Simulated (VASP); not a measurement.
Input of a VASP 6.6.1 run:

File INCAR:

```
SYSTEM = B2W
PREC     = Accurate       ! precision mode
ENCUT    = 1000           ! plane-wave cutoff, eV
EDIFF    = 1E-8           ! SCF threshold, eV
ISMEAR   = -1             ! smearing method
SIGMA    = 0.05           ! smearing width, eV
LREAL    = .FALSE.        ! projectors in reciprocal space
LASPH    = .TRUE.         ! aspherical terms in the spheres
NELM     = 120            ! most SCF steps
ALGO     = Normal         ! electronic algorithm
ISIF     = 2              ! what is computed and relaxed
LWAVE    = .FALSE.        ! write WAVECAR
LCHARG   = .FALSE.        ! write CHGCAR
LEFG     = .TRUE.       
NBANDS   = 17             ! bands
GGA_COMPAT= .FALSE.
```

The input KPOINTS:

```
Automatic mesh
0
G
  14 14 12
  0 0 0
```

The input POSCAR:

```
B2W
1.0
    3.0300347215      0.0000000000      0.0000000000
   -1.5150173608      2.6240870432      0.0000000000
    0.0000000000      0.0000000000      3.0601329648
B W
2 1
Direct
    0.3333333333      0.6666666667      0.5000000000
    0.6666666667      0.3333333333      0.5000000000
    0.0000000000      0.0000000000      0.0000000000
```

Potentials or basis: VASP PAW LDA potentials, release 64 (B_h, W_sv).

Command:

```bash
$ cat potpaw_LDA.64/B_h/POTCAR potpaw_LDA.64/W_sv/POTCAR > POTCAR
$ mpirun -np 1 vasp_std > vasp.out
```

(1) What does it give for the pressure?

(2) Estimate the band gap on the k mesh.

## Answers

(1) 20.0 GPa.

(2) zero (bands 10 and 11 overlap by 4.69 eV).

Caveat: the stress differs along the axes, from 14 to 31 GPa; without QUAD_EFG the Cq values of the log hold for a quadrupole moment of 1 mb, not for the nuclei; spin-orbit coupling is left out, which moves the levels of the heavy elements.
